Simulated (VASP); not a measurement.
Write the native input for VASP 6.6.1 that does the following.

```
Task                   : single point
Functional             : r2SCAN
Potentials or basis    : VASP PAW PBE potentials, release 64 (Pt, P)
Cutoff                 : 520 eV
k mesh                 : 12 × 12 × 12
Occupations            : gaussian, width 0.05 eV
Spin                   : no spin polarisation
Dipole correction      : no
Further INCAR settings : ALGO = Normal; EDIFF = 1e-06; NBANDS = 14
```

The system is PPt.

```
Pt P
1.0
     0.00000    2.66166    2.66166
     2.66166    0.00000    2.66166
     2.66166    2.66166    0.00000
Pt P
1 1
Direct
  0.00000 0.00000 0.00000
  0.25000 0.25000 0.25000
```

The input as run:

POSCAR

```
PPt
1.0
    0.0000000000      2.6616641766      2.6616641766
    2.6616641766      0.0000000000      2.6616641766
    2.6616641766      2.6616641766      0.0000000000
Pt P
1 1
Direct
    0.0000000000      0.0000000000      0.0000000000
    0.2500000000      0.2500000000      0.2500000000
```

INCAR.step1

```
PREC = Accurate ; ENCUT = 520
ISMEAR = 0 ; SIGMA = 0.05
LREAL = False ; LASPH = True
NELM = 60 ; NBANDS = 14
GGA = PE ; ALGO = Normal
EDIFF = 1E-4 ; LWAVE = True
LCHARG = False
```

INCAR.step2

```
PREC = Accurate ; ENCUT = 520
EDIFF = 1E-6 ; ISMEAR = 0
SIGMA = 0.05 ; LREAL = False
LASPH = True ; NELM = 60
ALGO = Normal ; ISIF = 2
LWAVE = False ; LCHARG = True
METAGGA = R2SCAN ; LMIXTAU = True
LELF = True ; LVHAR = True
NBANDS = 14 ; ISTART = 1
```

KPOINTS

```
regular mesh
0
Gamma
  12 12 12
```

Potentials or basis: VASP PAW PBE potentials, release 64 (Pt, P).

Run with:

```console
$ cat potpaw_PBE.64/Pt/POTCAR potpaw_PBE.64/P/POTCAR > POTCAR
$ cp INCAR.step1 INCAR
$ mpirun -np 1 vasp_std > vasp.out
$ cp INCAR.step2 INCAR
$ mpirun -np 1 vasp_std > vasp.out
```

Results of the run:

| Quantity | Value |
| --- | --- |
| Pressure | -0.1 GPa |

Caveat: the PAW data sets were made with another functional, which shifts forces and pressure a little.

Run time: 99 s on 1 thread of Intel(R) Xeon(R) Platinum 8488C (Sapphire Rapids) (shared host), peak memory 0.19 GiB.
